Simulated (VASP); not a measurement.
# TePb (rocksalt type) (Fm-3m) in VASP: a series of runs

The runs below take TePb (rocksalt type) through single point, with r2SCAN.

Program: VASP 6.6.1. These are calculated values, not measurements. Logs are shortened: lines on timing, memory, paths and dates and some standing lists are left out, and cuts for length are marked.

### Step 1. The cell of the first run

It takes space group Fm-3m (No. 225, cubic). The conventional cell has a = 5.353 Å, b = 5.353 Å, c = 5.353 Å, α = 90.00°, β = 90.00°, γ = 90.00°. Pb (site symmetry m-3m) has 6 Te at 2.68 Å within 3.5 Å. Te (site symmetry m-3m) has 6 Pb at 2.68 Å within 3.5 Å.

### Step 2. Single point, r2SCAN (volume scaled by 0.55)

Input file POSCAR:

```
TePb
1.0
    0.0000000000      2.6762524420      2.6762524420
    2.6762524420      0.0000000000      2.6762524420
    2.6762524420      2.6762524420      0.0000000000
Pb Te
1 1
Direct
    0.0000000000      0.0000000000      0.0000000000
    0.5000000000      0.5000000000      0.5000000000
```

Input file INCAR.step1:

```
SYSTEM = TePb
ALGO     = Normal         ! electronic algorithm
EDIFF    = 1E-4           ! SCF threshold, eV
ENCUT    = 520            ! plane-wave cutoff, eV
GGA      = PE             ! functional
ISMEAR   = -1             ! smearing method
LASPH    = .True.         ! aspherical terms in the spheres
LCHARG   = .False.        ! write CHGCAR
LREAL    = .False.        ! projectors in reciprocal space
LWAVE    = .True.         ! write WAVECAR
NBANDS   = 17             ! bands
NELM     = 80             ! most SCF steps
PREC     = Accurate       ! precision mode
SIGMA    = 0.08           ! smearing width, eV
```

Input file INCAR.step2:

```
SYSTEM = TePb
ALGO     = Normal         ! electronic algorithm
EDIFF    = 1E-6           ! SCF threshold, eV
ENCUT    = 520            ! plane-wave cutoff, eV
ISIF     = 2              ! what is computed and relaxed
ISMEAR   = -1             ! smearing method
ISTART   = 1            
LASPH    = .True.         ! aspherical terms in the spheres
LCHARG   = .True.         ! write CHGCAR
LELF     = .True.         ! ELF
LMIXTAU  = .True.       
LREAL    = .False.        ! projectors in reciprocal space
LVHAR    = .True.       
LWAVE    = .False.        ! write WAVECAR
METAGGA  = R2SCAN         ! meta-GGA
NBANDS   = 17             ! bands
NELM     = 80             ! most SCF steps
PREC     = Accurate       ! precision mode
SIGMA    = 0.08           ! smearing width, eV
```

Input file KPOINTS:

```
k-points
0
Gamma
  12 12 12
  0 0 0
```

Potentials or basis: VASP PAW PBE potentials, release 64 (Pb_d, Te).

The run is started by

```sh
$ cat potpaw_PBE.64/Pb_d/POTCAR potpaw_PBE.64/Te/POTCAR > POTCAR
$ cp INCAR.step1 INCAR
$ mpirun -np 1 vasp_std > vasp.out
$ cp INCAR.step2 INCAR
$ mpirun -np 1 vasp_std > vasp.out
```

OUTCAR:

```text
SYSTEM = TePb
   EDIFF = 1E-6
   ENCUT = 520
   ISIF = 2
   ISMEAR = -1
   ISTART = 1
   LASPH = .True.
   LREAL = .False.
   METAGGA = R2SCAN
   NELM = 80
   PREC = Accurate

 ion  position               nearest neighbor table
   1  0.000  0.000  0.000-   2 2.68   2 2.68   2 2.68   2 2.68   2 2.68   2 2.68
   2  0.500  0.500  0.500-   1 2.68   1 2.68   1 2.68   1 2.68   1 2.68   1 2.68

  LATTYP: Found a face centered cubic cell.
 ALAT       =     5.3525048840

  Lattice vectors:

 A1 = (   0.0000000000,   2.6762524420,   2.6762524420)
 A2 = (   2.6762524420,   0.0000000000,   2.6762524420)
 A3 = (   2.6762524420,   2.6762524420,   0.0000000000)

Analysis of symmetry for initial positions (statically):
=====================================================================
 Subroutine PRICEL returns:
 Original cell was already a primitive cell.

 Routine SETGRP: Setting up the symmetry group for a
 face centered cubic supercell.

 Subroutine GETGRP returns: Found 48 space group operations
 (whereof 48 operations were pure point group operations)
 out of a pool of 48 trial point group operations.

The static configuration has the point symmetry O_h .

Analysis of symmetry for dynamics (positions and initial velocities):
=====================================================================
 Subroutine PRICEL returns:
 Original cell was already a primitive cell.

 Routine SETGRP: Setting up the symmetry group for a
 face centered cubic supercell.

 Subroutine GETGRP returns: Found 48 space group operations
 (whereof 48 operations were pure point group operations)
 out of a pool of 48 trial point group operations.

The dynamic configuration has the point symmetry O_h .

 Subroutine INISYM returns: Found 48 space group operations
 (whereof 48 operations are pure point group operations),
 and found     1 'primitive' translations

----------------------------------------------------------------------------------------

                                     Primitive cell

  volume of cell :      38.3364

  direct lattice vectors                    reciprocal lattice vectors
     0.000000000  2.676252442  2.676252442    -0.186828414  0.186828414  0.186828414
     2.676252442  0.000000000  2.676252442     0.186828414 -0.186828414  0.186828414
     2.676252442  2.676252442  0.000000000     0.186828414  0.186828414 -0.186828414

  length of vectors
     3.784792500  3.784792500  3.784792500     0.323596306  0.323596306  0.323596306

  position of ions in fractional coordinates (direct lattice)
[... 72 lines left out ...]
   ICHARG =      0    charge: 1-file 2-atom 10-const
   ISPIN  =      1    spin polarized calculation?
   LNONCOLLINEAR =      F non collinear calculations
   LSORBIT =      F    spin-orbit coupling
   LASPH  =      T    aspherical Exc in radial PAW
   ENCUT  =  520.0 eV  38.22 Ry    6.18 a.u.   7.04  7.04  7.04*2*pi/ulx,y,z
   NELM   =     80;   NELMIN=  2; NELMDL=  0     # of ELM steps
   EDIFF  = 0.1E-05   stopping-criterion for ELM
   LREAL  =      F    real-space projection
   EDIFFG = 0.1E-04   stopping-criterion for IOM
   NSW    =      0    number of steps for IOM
   IBRION =     -1    ionic relax: 0-MD 1-quasi-New 2-CG
   NFREE  =      0    steps in history (QN), initial steepest desc. (CG)
   ISIF   =      2    stress and relaxation
   ISYM   =      2    0-nonsym 1-usesym 2-fastsym
   POTIM  = 0.5000    time-step for ionic-motion
   TEBEG  =    0.0;   TEEND  =   0.0 temperature during run
   PSTRESS=    0.0 pullay stress
   NELECT =      20.0000    total number of electrons
   NUPDOWN=      -1.0000    fix difference up-down
   EMIN   =  10.00;   EMAX   =-10.00  energy-range for DOS
   EFERMI =   0.00;   METHOD = LEGACY
   ISMEAR =    -1;   SIGMA  =   0.08  broadening in eV -4-tet -1-fermi 0-gaus
   EFERMI_NEDOS =   21; number of points for ismear=-14 and -15
   IALGO  =     38    algorithm
   IMIX   =      4    mixing-type and parameters
     AMIX     =   0.40;   BMIX     =  1.00
     AMIX_MAG =   1.60;   BMIX_MAG =  1.00
  volume/ion in A,a.u.               =      19.17       129.35
  Fermi-wavevector in a.u.,A,eV,Ry     =   1.317896  2.490462 23.631271  1.736849
  Thomas-Fermi vector in A             =   2.447904
   LORBIT       =      0    0 simple, 1 ext, 2 COOP (PROOUT), +10 PAW based schemes
   METAGGA = R2SCAN    functional components
   LHFCALC =     F    Hartree Fock is set to
   AEXX    =    0.0000 exact exchange contribution
   IVDW    =     0    specifies the selected vdW correction
   LEPSILON=     F    determine dielectric tensor
   LRPA    =     F    only Hartree local field effects (RPA)
 non-spin polarized calculation
  energy-cutoff  :      520.00
  volume of cell :       38.34
 maximum number of plane-waves:      1056
   NGX = 15   NGY = 15   NGZ = 15

 number of electron      20.0000000 magnetization

 Free energy of the ion-electron system (eV)
  ---------------------------------------------------
  ext. energy  EPLUGINS =         0.00000000
  ---------------------------------------------------
  free energy    TOTEN  =       -77.29520182 eV

  energy without entropy =      -77.28674843  energy(sigma->0) =      -77.29097512

 E-fermi :  15.0994     XC(G=0): -12.8787

 val. band max:       15.0761275666   @ k =   0.1667   0.0833   0.0000
 cond. band min:      15.1088981798   @ k =   0.3333   0.0000   0.0000
 fundamental gap:      0.0327706132
 Fermi energy:        15.0993673297

 k-point     1 :       0.0000    0.0000    0.0000
  band No.  band energies     occupation
      1      -4.3696      2.00000
      2      -4.3696      2.00000
      3      -4.2805      2.00000
      4      -4.2805      2.00000
      5      -4.2805      2.00000
      6      -4.0339      2.00000
[... 457 lines left out ...]
      4      -4.1818      2.00000
      5      -4.1322      2.00000
      6       0.0472      2.00000
[... 9 lines left out ...]
     16      24.3363      0.00000
     17      28.5176      0.00000

 [... further k-points ...]
[... 5 lines left out ...]
  --------------------------------------------------------------------------------------
  -------------------------------------------------------------------------------------
  Total       22.5430404     22.5430404     22.5430404      0.0000000      0.0000000      0.0000000
  in kB      942.1321996    942.1321996    942.1321996      0.0000000      0.0000000      0.0000000
  external PRESSURE =     942.1321996 kB  Pullay stress =       0.0000000 kB

 VOLUME and BASIS-vectors are now :
 -----------------------------------------------------------------------------
  energy-cutoff  :      520.00
  volume of cell :       38.34
      direct lattice vectors                 reciprocal lattice vectors
     0.000000000  2.676252442  2.676252442    -0.186828414  0.186828414  0.186828414
     2.676252442  0.000000000  2.676252442     0.186828414 -0.186828414  0.186828414
     2.676252442  2.676252442  0.000000000     0.186828414  0.186828414 -0.186828414

 POSITION                                       TOTAL-FORCE (eV/Angst)
 -----------------------------------------------------------------------------------
      0.00000      0.00000      0.00000         0.000000      0.000000      0.000000
      2.67625      2.67625      2.67625        -0.000000     -0.000000     -0.000000
 -----------------------------------------------------------------------------------
    total drift:                               -0.000000      0.000000      0.000000

  FREE ENERGIE OF THE ION-ELECTRON SYSTEM (eV)
  ---------------------------------------------------
  free  energy   TOTEN  =       -77.2952018155 eV

  energy  without entropy=      -77.2867484312  energy(sigma->0) =      -77.29097512
```

Run time: 95 s. Hardware: 1 thread of AMD EPYC 9R45 (Zen 5), shared host; peak memory 0.17 GiB.

Results:

* Free energy: -77.2952 eV
* Pressure: 94.2 GPa
* Band gap on the k mesh: zero (band 10 reaches 15.63 eV, above the bottom of band 11 at 14.56 eV)

Levels at points of the mesh, in eV from the Fermi level:
```tsv
k point	band 8	band 9	band 10	band 11	band 12	band 13
(0.00, 0.00, 0.00)	-4.02	-4.02	-2.59	4.75	4.75	4.75
(0.50, 0.00, 0.00)	-2.57	-2.57	-0.54	-0.54	-0.28	1.06
(0.50, 0.50, 0.00)	-8.46	-7.13	-7.13	0.84	8.39	8.39
```

Caveat: the PAW data sets were made with another functional, which shifts forces and pressure a little; spin-orbit coupling is left out, which moves the levels of the heavy elements.

### Step 3. Single point, r2SCAN (volume scaled by 0.64)

Input file POSCAR:

```
TePb
1.0
    0.0000000000      2.8149207434      2.8149207434
    2.8149207434      0.0000000000      2.8149207434
    2.8149207434      2.8149207434      0.0000000000
Pb Te
1 1
Direct
    0.0000000000      0.0000000000      0.0000000000
    0.5000000000      0.5000000000      0.5000000000
```

Input file INCAR.step1:

```
PREC     = Accurate       # precision mode
ENCUT    = 520            # plane-wave cutoff, eV
ISMEAR   = -1             # smearing method
SIGMA    = 0.08           # smearing width, eV
LREAL    = False          # projectors in reciprocal space
LASPH    = True           # aspherical terms in the spheres
NELM     = 80             # most SCF steps
NBANDS   = 17             # bands
GGA      = PE             # functional
ALGO     = Normal         # electronic algorithm
EDIFF    = 1E-4           # SCF threshold, eV
LWAVE    = True           # write WAVECAR
LCHARG   = False          # write CHGCAR
```

Input file INCAR.step2:

```
PREC     = Accurate       # precision mode
ENCUT    = 520            # plane-wave cutoff, eV
EDIFF    = 1E-6           # SCF threshold, eV
ISMEAR   = -1             # smearing method
SIGMA    = 0.08           # smearing width, eV
LREAL    = False          # projectors in reciprocal space
LASPH    = True           # aspherical terms in the spheres
NELM     = 80             # most SCF steps
ALGO     = Normal         # electronic algorithm
ISIF     = 2              # what is computed and relaxed
LWAVE    = False          # write WAVECAR
LCHARG   = True           # write CHGCAR
METAGGA  = R2SCAN         # meta-GGA
LMIXTAU  = True         
LELF     = True           # ELF
LVHAR    = True         
NBANDS   = 17             # bands
ISTART   = 1
```

Input file KPOINTS:

```
regular mesh
0
Gamma
  12 12 12
```

Potentials or basis: VASP PAW PBE potentials, release 64 (Pb_d, Te).

The run is started by

```sh
$ cat potpaw_PBE.64/Pb_d/POTCAR potpaw_PBE.64/Te/POTCAR > POTCAR
$ cp INCAR.step1 INCAR
$ mpirun -np 1 vasp_std > vasp.out
$ cp INCAR.step2 INCAR
$ mpirun -np 1 vasp_std > vasp.out
```

Run time: 1.7 min. Hardware: 1 thread of AMD EPYC 9R45 (Zen 5), shared host; peak memory 0.18 GiB.

It converged, with:

```
Free energy            : -80.0394 eV
Pressure               : 50.6 GPa
Band gap on the k mesh : zero (band 10 reaches 12.28 eV, above the bottom of band 11 at 12.11 eV)
```

Levels at points of the mesh, in eV from the Fermi level:
```
           k point  band 8  band 9  band 10  band 11  band 12  band 13
(0.00, 0.00, 0.00)   -3.53   -3.53    -3.53     4.49     4.49     4.49
(0.50, 0.00, 0.00)   -2.47   -2.47    -0.16    -0.16    -0.07     0.46
(0.50, 0.50, 0.00)   -8.47   -6.09    -6.09     1.40     7.44     7.44
```

Caveat: the PAW data sets were made with another functional, which shifts forces and pressure a little; spin-orbit coupling is left out, which moves the levels of the heavy elements.
